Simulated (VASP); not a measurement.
Write the native input for VASP 6.6.1 that does the following.

```
Task                   : relaxation of cell and atoms
Functional             : PBE
Potentials or basis    : VASP PAW PBE potentials, release 64 (Na_pv, Hf_pv)
Cutoff                 : 600 eV
k mesh                 : 10 × 10 × 10
Occupations            : gaussian, width 0.1 eV
Spin                   : no spin polarisation
Dipole correction      : no
Further INCAR settings : ALGO = Fast; EDIFF = 1e-06; IBRION = 2; EDIFFG = -0.01; NSW = 100; ISIF = 3
```

The structure of NaHf3 lies in POSCAR:

```
NaHf3
1.0
    4.4891544284      0.0000000000      0.0000000000
    0.0000000000      4.4891544284      0.0000000000
    0.0000000000      0.0000000000      4.4891544284
Na Hf
1 3
Direct
    0.0000000000      0.0000000000      0.0000000000
    0.0000000000      0.5000000000      0.5000000000
    0.5000000000      0.0000000000      0.5000000000
    0.5000000000      0.5000000000      0.0000000000
```

These files were run (other wordings do the same):

INCAR

```
SYSTEM = NaHf3
ALGO     = Fast           ! electronic algorithm
EDIFF    = 1E-6           ! SCF threshold, eV
EDIFFG   = -0.01          ! ionic threshold
ENCUT    = 600            ! plane-wave cutoff, eV
GGA      = PE             ! functional
IBRION   = 2              ! ionic algorithm
ISIF     = 3              ! what is computed and relaxed
ISMEAR   = 0              ! smearing method
LASPH    = .True.         ! aspherical terms in the spheres
LCHARG   = .False.        ! write CHGCAR
LREAL    = .False.        ! projectors in reciprocal space
LWAVE    = .False.        ! write WAVECAR
NELM     = 60             ! most SCF steps
NSW      = 100            ! ionic steps
PREC     = Accurate       ! precision mode
SIGMA    = 0.1            ! smearing width, eV
```

KPOINTS

```
k-points
0
Gamma
  10 10 10
  0 0 0
```

Potentials or basis: VASP PAW PBE potentials, release 64 (Na_pv, Hf_pv).

Launch:

```bash
$ cat potpaw_PBE.64/Na_pv/POTCAR potpaw_PBE.64/Hf_pv/POTCAR > POTCAR
$ mpirun -np 1 vasp_std > vasp.out
```

It gave:

The pressure after relaxing is 0.0 GPa and the band gap on the k mesh is zero (an odd number of electrons rules out a gap without spin polarisation).

Caveat: the relaxation stopped at its first step, so nothing moved; spin-orbit coupling is left out, which moves the levels of the heavy elements.

Run time: 2.4 min on 1 thread of Intel(R) Xeon(R) Platinum 8259CL CPU @ 2.50GHz (Skylake/Cascade Lake) (shared host), peak memory 0.28 GiB.
